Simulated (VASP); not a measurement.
Wanted: the native input for a VASP 6.6.1 run.

```
Task                   : single point
Functional             : PBE
Potentials or basis    : VASP PAW PBE potentials, release 64 (Cd, Se)
Cutoff                 : 500 eV
k mesh                 : 9 × 9 × 4
Occupations            : gaussian, width 0.05 eV
Spin                   : no spin polarisation
Dipole correction      : no
Further INCAR settings : ALGO = Normal; EDIFF = 1e-06; NBANDS = 26
```

The structure of CdSe lies in POSCAR:

```
CdSe
1.0
    4.2984999142      0.0000000000      0.0000000000
   -2.1492499571      3.7226101239      0.0000000000
    0.0000000000      0.0000000000      7.0152000000
Cd Se
2 2
Direct
    0.6666666667      0.3333333333      0.0000000000
    0.3333333333      0.6666666667      0.5000000000
    0.6666666667      0.3333333333      0.3856910708
    0.3333333333      0.6666666667      0.8856910708
```

This cell differs from its parent crystal: all Se atoms moved +0.075 Å, as atom 3 along Cartesian [0 0 1].

The input as run:

INCAR

```
SYSTEM = CdSe
ALGO     = Normal         ! electronic algorithm
EDIFF    = 1E-6           ! SCF threshold, eV
ENCUT    = 500            ! plane-wave cutoff, eV
GGA      = PE             ! functional
GGA_COMPAT= .False.      
ISIF     = 2              ! what is computed and relaxed
ISMEAR   = 0              ! smearing method
LASPH    = .True.         ! aspherical terms in the spheres
LCHARG   = .True.         ! write CHGCAR
LELF     = .True.         ! ELF
LREAL    = .False.        ! projectors in reciprocal space
LVHAR    = .True.       
LWAVE    = .False.        ! write WAVECAR
NBANDS   = 26             ! bands
NELM     = 120            ! most SCF steps
PREC     = Accurate       ! precision mode
SIGMA    = 0.05           ! smearing width, eV
```

KPOINTS

```
k-points
0
Gamma
  9 9 4
  0 0 0
```

Potentials or basis: VASP PAW PBE potentials, release 64 (Cd, Se).

Launch:

```console
$ cat potpaw_PBE.64/Cd/POTCAR potpaw_PBE.64/Se/POTCAR > POTCAR
$ mpirun -np 1 vasp_std > vasp.out
```

Results of the run:

```yaml
Pressure: 3.4 GPa
Largest_force: 0.308 eV/Å
Band_gap_on_the_k_mesh: 0.71 eV
```

Caveat: the cell differs from its parent crystal (all Se atoms moved +0.075 Å, as atom 3 along Cartesian [0 0 1]); the cell stands under pressure; semilocal functionals underestimate gaps, and a narrow one can read as zero.

Run time: 2.1 min on 1 thread of Intel Xeon 8259CL, on a shared host, peak memory 0.27 GiB.
